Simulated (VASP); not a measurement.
A run of VASP 6.6.1:

INCAR

```
PREC = Accurate
ENCUT = 500
EDIFF = 1E-6
ISMEAR = -5
SIGMA = 0.05
LREAL = F
LASPH = T
NELM = 120
ALGO = Normal
ISIF = 2
LWAVE = F
LCHARG = F
GGA = B5
ALDAX = 1.0
AGGAX = 1.0
AGGAC = 1.0
ALDAC = 0.0
NBANDS = 11
GGA_COMPAT = F
```

KPOINTS

```
Automatic mesh
0
Gamma
  12 12 12
```

File POSCAR:

```
Pd
1.0
    0.0000000000      1.9465000000      1.9465000000
    1.9465000000      0.0000000000      1.9465000000
    1.9465000000      1.9465000000      0.0000000000
Pd
1
Direct
    0.0000000000      0.0000000000      0.0000000000
```

Potentials or basis: VASP PAW PBE potentials, release 64 (Pd).

Command:

```bash
$ cat potpaw_PBE.64/Pd/POTCAR > POTCAR
$ mpirun -np 1 vasp_std > vasp.out
```

Hardware: 1 thread of AMD EPYC 9R45 96-Core Processor (Zen 5), with other jobs on the host.

Q: How long does it take, and how much memory?

A: It took 9.8 s on 1 thread of AMD EPYC 9R45 96-Core Processor (Zen 5) (shared host), peak memory 0.1 GiB. Counts: scf iterations 12, k points 72.
